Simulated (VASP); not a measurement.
Set up this calculation in VASP 6.6.1, as the native input.

```
Task                   : single point
Functional             : LDA
Potentials or basis    : VASP PAW LDA potentials, release 64 (Cd, S)
Cutoff                 : 520 eV
k mesh                 : 9 × 9 × 4
Occupations            : gaussian, width 0.01 eV
Spin                   : no spin polarisation
Dipole correction      : no
Further INCAR settings : ALGO = Normal; EDIFF = 1e-07; NBANDS = 26
```

The structure of CdS lies in POSCAR:

```
CdS
1.0
    4.0738866863      0.0000000000      0.0000000000
   -2.0369433432      3.5280893625      0.0000000000
    0.0000000000      0.0000000000      6.6385814430
Cd S
2 2
Direct
    0.3333333333      0.6666666667     -0.0088356255
    0.6666666667      0.3333333333      0.4911643745
    0.3333333333      0.6666666667      0.3858356255
    0.6666666667      0.3333333333      0.8858356255
```

This cell differs from its parent crystal: atoms moved along the polar distortion.

The input as run:

INCAR

```
PREC     = Accurate       # precision mode
ENCUT    = 520            # plane-wave cutoff, eV
EDIFF    = 1E-7           # SCF threshold, eV
ISMEAR   = 0              # smearing method
SIGMA    = 0.01           # smearing width, eV
LREAL    = False          # projectors in reciprocal space
LASPH    = True           # aspherical terms in the spheres
NELM     = 100            # most SCF steps
ALGO     = Normal         # electronic algorithm
ISIF     = 2              # what is computed and relaxed
LWAVE    = False          # write WAVECAR
LCHARG   = False          # write CHGCAR
NBANDS   = 26             # bands
```

KPOINTS

```
regular mesh
0
Gamma
  9 9 4
```

Potentials or basis: VASP PAW LDA potentials, release 64 (Cd, S).

The run is started by

```bash
$ cat potpaw_LDA.64/Cd/POTCAR potpaw_LDA.64/S/POTCAR > POTCAR
$ mpirun -np 1 vasp_std > vasp.out
```

It gave:

```
Pressure               : 0.9 GPa
Largest force          : 0.509 eV/Å
Band gap on the k mesh : 1.11 eV
```

Caveat: the cell differs from its parent crystal (atoms moved along the polar distortion).

Wall time 100 s on 1 thread of Intel Xeon 8259CL (shared host), peak memory 0.21 GiB.
